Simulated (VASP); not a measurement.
# AlN (P1) in VASP: single point with r2SCAN

Aim: the single point of AlN with r2SCAN.

Program: VASP 6.6.1. These are calculated values, not measurements. Logs are shortened: lines on timing, memory, paths and dates and some standing lists are left out, and cuts for length are marked.

## 1. The cell of the first run

The typed cell holds 24 atoms: a = 5.171 Å, b = 5.171 Å, c = 7.756 Å, α = 90.00°, β = 90.00°, γ = 90.00°.

## 2. Single point, r2SCAN

File POSCAR:

```
AlN
1.0
    5.1709192558      0.0000000000      0.0000000000
    0.0000000000      5.1709192558      0.0000000000
    0.0000000000      0.0000000000      7.7563788838
Al N
12 12
Direct
    0.0034210552      0.0110618629      0.0059137132
   -0.0031634607      0.0141121910      0.3300987533
    0.0130094857      0.0035334143      0.6634554703
    0.0058446088      0.4840294107      0.0056923470
   -0.0157055247      0.5066526609      0.3449834053
    0.0175634148      0.5013623056      0.6769943912
    0.5111624973     -0.0027931204      0.0061417835
    0.4968824445     -0.0044462114      0.3365665911
    0.5040635661     -0.0114527025      0.6649708681
    0.5000041331      0.5118674010     -0.0069235916
    0.4917114103      0.4928452513      0.3243246672
    0.4991512867      0.4895997935      0.6681691389
    0.2732289812      0.2362378795      0.1680180945
    0.2311008819      0.2834443795      0.5076787840
    0.2529788100      0.2326756502      0.8323823651
    0.2523823977      0.7300305445      0.1779571396
    0.2546589755      0.7835987761      0.5027895179
    0.2461537179      0.6989167344      0.8384685815
    0.7647570585      0.2653158814      0.1553090712
    0.7299185722      0.2023127704      0.4890101498
    0.7743489701      0.2771729608      0.8261967467
    0.7454784748      0.7615589811      0.1716119107
    0.7515454811      0.7196167288      0.5018600894
    0.7215624177      0.7787421928      0.8332335355
```

File INCAR.step1:

```
SYSTEM = AlN
  ALGO = Normal
  EDIFF = 1E-4
  ENCUT = 520
  GGA = PE
  ISMEAR = -1
  LASPH = .TRUE.
  LCHARG = .FALSE.
  LREAL = Auto
  LWAVE = .TRUE.
  NBANDS = 66
  NELM = 100
  PREC = Accurate
  SIGMA = 0.02
```

File INCAR.step2:

```
SYSTEM = AlN
  ALGO = Normal
  EDIFF = 1E-6
  ENCUT = 520
  ISIF = 2
  ISMEAR = -1
  ISTART = 1
  LASPH = .TRUE.
  LCHARG = .TRUE.
  LELF = .TRUE.
  LMIXTAU = .TRUE.
  LREAL = Auto
  LVHAR = .TRUE.
  LWAVE = .FALSE.
  METAGGA = R2SCAN
  NBANDS = 66
  NELM = 100
  PREC = Accurate
  SIGMA = 0.02
```

File KPOINTS:

```
k-points
0
G
  4 4 2
  0 0 0
```

Potentials or basis: VASP PAW PBE potentials, release 64 (Al, N).

Launch:

```bash
$ cat potpaw_PBE.64/Al/POTCAR potpaw_PBE.64/N/POTCAR > POTCAR
$ cp INCAR.step1 INCAR
$ mpirun -np 1 vasp_std > vasp.out
$ cp INCAR.step2 INCAR
$ mpirun -np 1 vasp_std > vasp.out
```

OUTCAR:

```text
SYSTEM = AlN
   EDIFF = 1E-6
   ENCUT = 520
   ISIF = 2
   ISMEAR = -1
   ISTART = 1
   LASPH = .TRUE.
   LREAL = Auto
   METAGGA = R2SCAN
   NELM = 100
   PREC = Accurate

 ion  position               nearest neighbor table
   1  0.003  0.011  0.006-  19 2.14  15 2.19  13 2.21  22 2.26  21 2.29  24 2.32  16 2.36  18 2.42
                             4 2.45   2 2.51   7 2.55   7 2.63   3 2.66   4 2.73
   2  0.997  0.014  0.330-  20 2.09  22 2.21  13 2.22  19 2.23  17 2.23  16 2.30  14 2.30  23 2.39
                             1 2.51   5 2.55   8 2.59   3 2.59   8 2.59   5 2.63
   3  0.013  0.004  0.663-  17 2.10  15 2.16  14 2.20  20 2.24  21 2.26  24 2.31  23 2.36  18 2.40
                             9 2.54   6 2.58   2 2.59   6 2.60   9 2.63   1 2.66
   4  0.006  0.484  0.006-  19 2.04  18 2.11  21 2.12  16 2.24  15 2.26  13 2.27  22 2.35   1 2.45
                            24 2.50   6 2.55  10 2.56  10 2.62   5 2.64   1 2.73
   5  0.984  0.507  0.345-  23 2.04  14 2.13  16 2.22  19 2.24  22 2.25  20 2.34  17 2.35  13 2.46
                             2 2.55  11 2.55   6 2.58   2 2.63  11 2.63   4 2.64
   6  0.018  0.501  0.677-  18 2.00  14 2.05  21 2.07  15 2.21  23 2.24  17 2.34  24 2.42  12 2.49
                             4 2.55   3 2.58   5 2.58   3 2.60  12 2.68
   7  0.511  0.997  0.006-  24 2.06  22 2.14  13 2.15  19 2.23  15 2.25  16 2.34  21 2.43  18 2.44
                            10 2.51   1 2.55   8 2.56   1 2.63   9 2.65  10 2.66
   8  0.497  0.996  0.337-  20 2.00  17 2.11  13 2.14  22 2.18  16 2.24  23 2.33  19 2.42  14 2.42
                             9 2.55   7 2.56  11 2.57   2 2.59   2 2.59  11 2.60
   9  0.504  0.989  0.665-  24 2.04  17 2.09  20 2.11  15 2.23  23 2.27  21 2.40  14 2.41  18 2.42
                             3 2.54   8 2.55  12 2.58  12 2.59   3 2.63   7 2.65
  10  0.500  0.512  0.993-  18 2.02  24 2.18  16 2.23  19 2.25  21 2.27  22 2.28  13 2.29  15 2.30
                             7 2.51  12 2.52   4 2.56  11 2.57   4 2.62   7 2.66
  11  0.492  0.493  0.324-  16 2.08  13 2.12  14 2.24  22 2.25  23 2.25  19 2.26  20 2.33  17 2.38
                             5 2.55  10 2.57   8 2.57   8 2.60   5 2.63  12 2.67
  12  0.499  0.490  0.668-  14 2.15  18 2.15  21 2.18  23 2.19  15 2.24  24 2.28  17 2.36  20 2.36
                             6 2.49  10 2.52   9 2.58   9 2.59  11 2.67   6 2.68
  13  0.273  0.236  0.168-  11 2.12   8 2.14   7 2.15   1 2.21   2 2.22   4 2.27  10 2.29   5 2.46
[... 9 lines left out ...]
  18  0.246  0.699  0.838-   6 2.00  10 2.02   4 2.11  12 2.15   3 2.40   9 2.42   1 2.42   7 2.44

  19  0.765  0.265  0.155-   4 2.04   1 2.14   2 2.23   7 2.23   5 2.24  10 2.25  11 2.26   8 2.42

  20  0.730  0.202  0.489-   8 2.00   2 2.09   9 2.11   3 2.24  11 2.33   5 2.34  12 2.36
  21  0.774  0.277  0.826-   6 2.07   4 2.12  12 2.18   3 2.26  10 2.27   1 2.29   9 2.40   7 2.43

  22  0.745  0.762  0.172-   7 2.14   8 2.18   2 2.21  11 2.25   5 2.25   1 2.26  10 2.28   4 2.35

  23  0.752  0.720  0.502-   5 2.04  12 2.19   6 2.24  11 2.25   9 2.27   8 2.33   3 2.36   2 2.39

  24  0.722  0.779  0.833-   9 2.04   7 2.06  10 2.18  12 2.28   3 2.31   1 2.32   6 2.42   4 2.50

  LATTYP: Found a simple tetragonal cell.
 ALAT       =     5.1709192558
 C/A-ratio  =     1.5000000000

  Lattice vectors:

 A1 = (   5.1709192558,   0.0000000000,   0.0000000000)
 A2 = (   0.0000000000,   5.1709192558,   0.0000000000)
 A3 = (   0.0000000000,   0.0000000000,   7.7563788838)

Analysis of symmetry for initial positions (statically):
=====================================================================
 Subroutine PRICEL returns:
 Original cell was already a primitive cell.

 Routine SETGRP: Setting up the symmetry group for a
 simple tetragonal supercell.

 Subroutine GETGRP returns: Found  1 space group operations
 (whereof  1 operations were pure point group operations)
 out of a pool of 16 trial point group operations.

The static configuration has the point symmetry C_1 .

Analysis of symmetry for dynamics (positions and initial velocities):
=====================================================================
 Subroutine PRICEL returns:
 Original cell was already a primitive cell.

 Routine SETGRP: Setting up the symmetry group for a
 simple tetragonal supercell.

 Subroutine GETGRP returns: Found  1 space group operations
 (whereof  1 operations were pure point group operations)
 out of a pool of 16 trial point group operations.

The dynamic configuration has the point symmetry C_1 .

 Subroutine INISYM returns: Found  1 space group operations
 (whereof  1 operations are pure point group operations),
 and found     1 'primitive' translations

[... 72 lines left out ...]
 Grid dimensions read from file:
 generate k-points for:    4    4    2

 Generating k-lattice:

  Cartesian coordinates                     Fractional coordinates (reciprocal lattice)
     0.048347303  0.000000000  0.000000000     0.250000000  0.000000000  0.000000000
     0.000000000  0.048347303  0.000000000     0.000000000  0.250000000  0.000000000
     0.000000000  0.000000000  0.064463071     0.000000000  0.000000000  0.500000000

  Length of vectors
     0.048347303  0.048347303  0.064463071

  Shift w.r.t. Gamma in fractional coordinates (k-lattice)
     0.000000000  0.000000000  0.000000000

 Subroutine IBZKPT returns following result:
 ===========================================

 Found     20 irreducible k-points:

 Following reciprocal coordinates:
            Coordinates               Weight
  0.000000  0.000000  0.000000      1.000000
  0.250000  0.000000  0.000000      2.000000
  0.000000  0.250000  0.000000      2.000000
  0.500000  0.000000  0.000000      1.000000
  0.000000  0.500000  0.000000      1.000000
  0.250000  0.250000  0.000000      2.000000
[... 12 lines left out ...]
 -0.250000  0.500000  0.500000      2.000000
  0.500000  0.500000  0.500000      1.000000
   k-points           NKPTS =     20   k-points in BZ     NKDIM =     20   number of bands    NBANDS=     66
   number of dos      NEDOS =    301   number of ions     NIONS =     24
   total plane-waves  NPLWV =  96000
   dimension x,y,z NGX =    40 NGY =   40 NGZ =   60
   dimension x,y,z NGXF=    80 NGYF=   80 NGZF=  120
   ions per type =              12  12
   NGX,Y,Z   is equivalent  to a cutoff of  12.86, 12.86, 12.86 a.u.
   NGXF,Y,Z  is equivalent  to a cutoff of  25.72, 25.72, 25.72 a.u.
 SYSTEM =  AlN
   PREC   = accura    normal or accurate (medium, high low for compatibility)
   ISTART =      1    job   : 0-new  1-cont  2-samecut
   ICHARG =      0    charge: 1-file 2-atom 10-const
   ISPIN  =      1    spin polarized calculation?
   LNONCOLLINEAR =      F non collinear calculations
   LSORBIT =      F    spin-orbit coupling
   LASPH  =      T    aspherical Exc in radial PAW
   ENCUT  =  520.0 eV  38.22 Ry    6.18 a.u.   9.61  9.61 14.42*2*pi/ulx,y,z
   NELM   =    100;   NELMIN=  2; NELMDL=  0     # of ELM steps
   EDIFF  = 0.1E-05   stopping-criterion for ELM
   LREAL  =      T    real-space projection
   EDIFFG = 0.1E-04   stopping-criterion for IOM
   NSW    =      0    number of steps for IOM
   IBRION =     -1    ionic relax: 0-MD 1-quasi-New 2-CG
   NFREE  =      0    steps in history (QN), initial steepest desc. (CG)
   ISIF   =      2    stress and relaxation
   ISYM   =      2    0-nonsym 1-usesym 2-fastsym
   POTIM  = 0.5000    time-step for ionic-motion
   TEBEG  =    0.0;   TEEND  =   0.0 temperature during run
   PSTRESS=    0.0 pullay stress
   NELECT =      96.0000    total number of electrons
   NUPDOWN=      -1.0000    fix difference up-down
   EMIN   =  10.00;   EMAX   =-10.00  energy-range for DOS
   EFERMI =   0.00;   METHOD = LEGACY
   ISMEAR =    -1;   SIGMA  =   0.02  broadening in eV -4-tet -1-fermi 0-gaus
   EFERMI_NEDOS =   21; number of points for ismear=-14 and -15
   IALGO  =     38    algorithm
   IMIX   =      4    mixing-type and parameters
     AMIX     =   0.40;   BMIX     =  1.00
     AMIX_MAG =   1.60;   BMIX_MAG =  1.00
  volume/ion in A,a.u.               =       8.64        58.31
  Fermi-wavevector in a.u.,A,eV,Ry     =   1.266389  2.393128 21.820216  1.603741
  Thomas-Fermi vector in A             =   2.399592
   LORBIT       =      0    0 simple, 1 ext, 2 COOP (PROOUT), +10 PAW based schemes
   METAGGA = R2SCAN    functional components
   LHFCALC =     F    Hartree Fock is set to
   AEXX    =    0.0000 exact exchange contribution
   IVDW    =     0    specifies the selected vdW correction
   LEPSILON=     F    determine dielectric tensor
   LRPA    =     F    only Hartree local field effects (RPA)
 non-spin polarized calculation
  energy-cutoff  :      520.00
  volume of cell :      207.39
 maximum number of plane-waves:      5609
 NGX is ok and might be reduce to    40
   NGX = 19   NGY = 19   NGZ = 29

 number of electron      96.0000000 magnetization

 Free energy of the ion-electron system (eV)
  ---------------------------------------------------
  ext. energy  EPLUGINS =         0.00000000
  ---------------------------------------------------
  free energy    TOTEN  =      -188.86151271 eV

  energy without entropy =     -188.85925431  energy(sigma->0) =     -188.86038351

 E-fermi :  10.9746     XC(G=0): -12.8853

 val. band max:       10.9485437273   @ k =   0.2500   0.0000   0.5000
 cond. band min:      10.9799143691   @ k =   0.0000   0.0000   0.0000
 fundamental gap:      0.0313706418
 Fermi energy:        10.9746273102

 k-point     1 :       0.0000    0.0000    0.0000
  band No.  band energies     occupation
      1      -8.5067      2.00000
      2      -6.8504      2.00000
      3      -6.7083      2.00000
      4      -5.7842      2.00000
      5      -5.7379      2.00000
      6      -4.4767      2.00000
[... 1249 lines left out ...]
     59      16.7569      0.00000
     60      16.8474      0.00000
 [bands above 60 left out]

------------------------ aborting loop because EDIFF is reached ----------------------------------------

  FORCE on cell =-STRESS in cart. coord.  units (eV):
  Direction    XX          YY          ZZ          XY          YZ          ZX
  --------------------------------------------------------------------------------------
  -------------------------------------------------------------------------------------
  Total       -5.5956249     16.0207932     -7.2176231      0.0276479      0.5765172     -0.0286984
  in kB      -43.2279510    123.7656336    -55.7583940      0.2135887      4.4537754     -0.2217043
  external PRESSURE =       8.2597629 kB  Pullay stress =       0.0000000 kB

 VOLUME and BASIS-vectors are now :
 -----------------------------------------------------------------------------
  energy-cutoff  :      520.00
  volume of cell :      207.39
      direct lattice vectors                 reciprocal lattice vectors
     5.170919256  0.000000000  0.000000000     0.193389212  0.000000000  0.000000000
     0.000000000  5.170919256  0.000000000     0.000000000  0.193389212  0.000000000
     0.000000000  0.000000000  7.756378884     0.000000000  0.000000000  0.128926141

 POSITION                                       TOTAL-FORCE (eV/Angst)
 -----------------------------------------------------------------------------------
      0.01769      0.05720      0.04587         0.093236     -0.885815     -0.812540
      5.15456      0.07297      2.56037        -0.060503     -0.508020      0.498024
      0.06727      0.01827      5.14601        -0.430497      0.497280     -0.037224
      0.03022      2.50288      0.04415         0.083299      0.844114      0.102114
      5.08971      2.61986      2.67582        -0.041765      0.922086      0.330296
      0.09082      2.59250      5.25103        -0.551451     -0.029432      0.191297
[... 16 lines left out ...]
      3.88618      3.72108      3.89262         0.872262     -4.057566      0.919782
      3.73114      4.02681      6.46288        -0.875407      2.683134      0.565446
 -----------------------------------------------------------------------------------
    total drift:                                0.002892      0.013441     -0.007370

  FREE ENERGIE OF THE ION-ELECTRON SYSTEM (eV)
  ---------------------------------------------------
  free  energy   TOTEN  =      -188.8615127067 eV

  energy  without entropy=     -188.8592543106  energy(sigma->0) =     -188.86038351
```

Run time: 23 min. Hardware: 1 thread of Oxide Virtual Turin-like, shared host; peak memory 0.37 GiB.

What came out:

| Item | Value |
| --- | --- |
| Free energy | -188.8615 eV |
| Pressure | 0.8 GPa |
| Largest force | 4.457 eV/Å |
| Band gap on the k mesh | zero (bands 48 and 49 overlap by 0.31 eV) |

Forces in eV/Å, atoms in the order of the input:
```
Al   0.093 -0.886 -0.813
Al  -0.061 -0.508  0.498
Al  -0.430  0.497 -0.037
Al   0.083  0.844  0.102
Al  -0.042  0.922  0.330
Al  -0.551 -0.029  0.191
Al  -0.136  0.738 -0.194
Al  -0.272 -0.943  0.036
Al   0.720 -0.181  0.095
Al   0.341 -0.355 -0.143
Al  -0.433  0.069  0.338
Al   1.014 -0.012 -0.542
N    1.198 -2.382  0.408
N   -1.609  3.146  0.007
N    1.458 -4.194  0.390
N   -0.895 -1.497  0.038
N    0.400  3.639  0.760
N   -1.774 -1.414  0.367
N    1.931  1.440 -0.897
N   -1.355 -2.142 -1.311
N    0.523  2.556 -1.336
N   -0.199  2.065  0.226
N    0.872 -4.058  0.920
N   -0.875  2.683  0.565
```

Levels at points of the mesh, in eV from the Fermi level:
```csv
k point,band 45,band 46,band 47,band 48,band 49,band 50,band 51,band 52
"(0.00, 0.00, 0.00)",-0.49,-0.42,0.01,0.12,0.99,1.15,1.29,1.34
"(0.50, 0.00, 0.00)",-0.48,-0.39,-0.29,-0.28,1.99,2.21,2.84,2.99
"(0.00, 0.50, 0.00)",-0.62,-0.50,-0.43,-0.33,2.07,2.16,2.38,2.41
"(0.50, 0.50, 0.00)",-0.98,-0.91,-0.82,-0.65,4.24,4.57,4.69,4.76
"(0.00, 0.00, 0.50)",-0.49,-0.42,-0.31,-0.21,0.24,0.83,0.96,1.87
"(0.50, 0.00, 0.50)",-0.69,-0.64,-0.31,-0.14,0.85,1.06,3.07,3.28
"(0.00, 0.50, 0.50)",-1.12,-1.00,-0.54,-0.39,0.36,0.52,3.40,3.49
"(0.50, 0.50, 0.50)",-2.87,-2.69,-2.63,-2.61,3.51,3.87,3.92,4.00
```

Caveat: the k points lie up to 0.41 Å⁻¹ apart; the atoms stand as in a frame of molecular dynamics; semilocal functionals underestimate gaps, so a narrow gap can read as zero; the PAW data sets were made with another functional, which shifts forces and pressure a little.
